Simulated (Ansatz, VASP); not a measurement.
# One calculation of Tl, two programs

INCAR

```
ALGO = Normal ; EDIFF = 1E-6
ENCUT = 500 ; GGA = PE
GGA_COMPAT = F ; ISIF = 2
ISMEAR = -1 ; LASPH = T
LCHARG = F ; LREAL = F
LWAVE = F ; NBANDS = 20
NELM = 120 ; PREC = Accurate
SIGMA = 0.02
```

KPOINTS

```
k-points
0
Gamma
  5 5 5
```

POSCAR

```
Tl
1.0
    3.9119903500      0.0000000000      0.0000000000
    0.0000000000      3.9119903500      0.0000000000
    0.0000000000      0.0000000000      3.9119903500
Tl
2
Direct
    0.0000000000      0.0000000000      0.0000000000
    0.5000000000      0.5000000000      0.5000000000
```

Contents of input.yaml:

```yaml
crystal:
  lattice:
    - [3.91199035, 0.0, 0.0]
    - [0.0, 3.91199035, 0.0]
    - [0.0, 0.0, 3.91199035]
  atoms:
    - { symbol: Tl, position: [0.0, 0.0, 0.0] }
    - { symbol: Tl, position: [0.5, 0.5, 0.5] }
kpoints:
  mp_grid: { grid: [5, 5, 5] }
scf:
  occupations: { method: fermi_dirac, width: 0.02 }
hamiltonian:
  xc: pbe
  pseudopotentials: { kind: all_electron, lapw: { basis_error: 0.002 } }
output:
  forces: true
  stress: true
  eigenvalues: true
```

Alike in both runs: task single point; functional PBE; k mesh 5 × 5 × 5; occupations fermi-dirac, width 0.02 eV; no spin polarisation.

|  | VASP | Ansatz |
| --- | --- | --- |
| version | VASP 6.6.1 | Ansatz 0.2.0 |
| potentials or method | VASP PAW PBE potentials, release 64 (Tl_d), cutoff 500 eV | all-electron LAPW, scalar-relativistic |

```csv
,VASP,Ansatz,Ansatz less VASP
gap on the k mesh at the Fermi level (eV),none,none,-
pressure (GPa),2.3,2.3,+0.05
```

A gap of «none» marks a metal or a gap that the smearing closes. Ansatz ran all-electron here, and VASP with PAW potentials.

Spin-orbit coupling is off throughout. Noted on Ansatz's run: the k mesh is thin for a metal, which can move the energy by tens of meV per atom.
